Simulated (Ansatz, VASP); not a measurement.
**Pt: VASP beside Ansatz**

POSCAR

```
Pt
1.0
    0.0000000000      1.9600000000      1.9600000000
    1.9600000000      0.0000000000      1.9600000000
    1.9600000000      1.9600000000      0.0000000000
Pt
1
Direct
    0.0000000000      0.0000000000      0.0000000000
```

The input INCAR.step1:

```
PREC = Accurate ; ENCUT = 600
ISMEAR = 0 ; SIGMA = 0.1
LREAL = F ; LASPH = T
NELM = 80 ; GGA = PE
ALGO = Normal ; EDIFF = 1E-4
LWAVE = T ; LCHARG = F
```

The input INCAR.step2:

```
PREC = Accurate ; ENCUT = 600
EDIFF = 1E-6 ; ISMEAR = 0
SIGMA = 0.1 ; LREAL = F
LASPH = T ; NELM = 80
ALGO = Normal ; ISIF = 3
LWAVE = F ; LCHARG = F
METAGGA = R2SCAN ; LMIXTAU = T
IBRION = 2 ; NSW = 80
EDIFFG = -0.003 ; ISTART = 1
```

File KPOINTS:

```
regular mesh
0
Gamma
  36 36 36
```

Input for Ansatz:

```yaml
crystal:
  lattice:
    - [0.0, 1.96, 1.96]
    - [1.96, 0.0, 1.96]
    - [1.96, 1.96, 0.0]
  atoms:
    - { symbol: Pt, position: [0.0, 0.0, 0.0] }
scf:
  occupations: { method: gaussian, width: 0.1 }
output:
  forces: true
  stress: true
  eigenvalues: true
  write_density: true
  write_potential: true
  elf: true
  volumetric_format: npy
kpoints:
  mp_grid: { grid: [36, 36, 36] }
hamiltonian:
  xc: r2scan
relax:
  f_tol: 0.003
  max_steps: 60
  cell: { stress_tol: 0.02 }
```

Alike in both runs: task relaxation of cell and atoms; functional r2SCAN; k mesh 36 × 36 × 36; occupations gaussian, width 0.1 eV; no spin polarisation.

|  | VASP | Ansatz |
| --- | --- | --- |
| version | VASP 6.6.1 | Ansatz 0.2.0 |
| potentials or method | VASP PAW PBE potentials, release 64 (Pt) | scalar-relativistic, plane waves, PAW |
| plane-wave cutoff (eV) | 600 | 500 |
| valence electrons in the cell | 10 | 18 |

|  | VASP | Ansatz | Ansatz less VASP |
| --- | --- | --- | --- |
| gap on the k mesh at the Fermi level, each at its own relaxed structure (eV) | none | none | - |
| relaxed volume (Å³/atom) | 15.33 | 15.29 | -0.042 |
| relaxed length of the cell vector where the two differ most in proportion (Å) | 2.789 | 2.786 | -0.0026 |

VASP's potentials were made for PBE, not for r2SCAN. A gap of «none» marks a metal or a gap that the smearing closes. VASP's potentials hold 10 valence electrons a cell and Ansatz's 18, so a difference there can come from the potentials and not from the codes.

Neither program's run includes spin-orbit coupling.
